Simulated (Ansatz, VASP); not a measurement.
Al in VASP and in Ansatz

```
Al
1.0
     0.00000    2.06144    1.93900
     2.06144    0.00000    1.93900
     2.06144    2.06144    0.00000
Al
1
Direct
  0.00000 0.00000 0.00000
```

Change from the starting cell: z stretched by -4 % at fixed volume.

Alike in both runs: task single point; functional PBE; k mesh 17 × 17 × 17; occupations fermi-dirac, width 0.05 eV; no spin polarisation.

|  | VASP | Ansatz |
| --- | --- | --- |
| version | VASP 6.6.1 | Ansatz 0.2.0 |
| potentials or method | VASP PAW PBE potentials, release 64 (Al), cutoff 500 eV | all-electron LAPW, scalar-relativistic |

|  | VASP | Ansatz | Ansatz less VASP |
| --- | --- | --- | --- |
| pressure (GPa) | 0.4 | 0.4 | +0.03 |
| traceless stress, the component that is largest in VASP (GPa) | 2.36 | 2.36 | 0.000 |

Ansatz ran all-electron here, and VASP with PAW potentials.
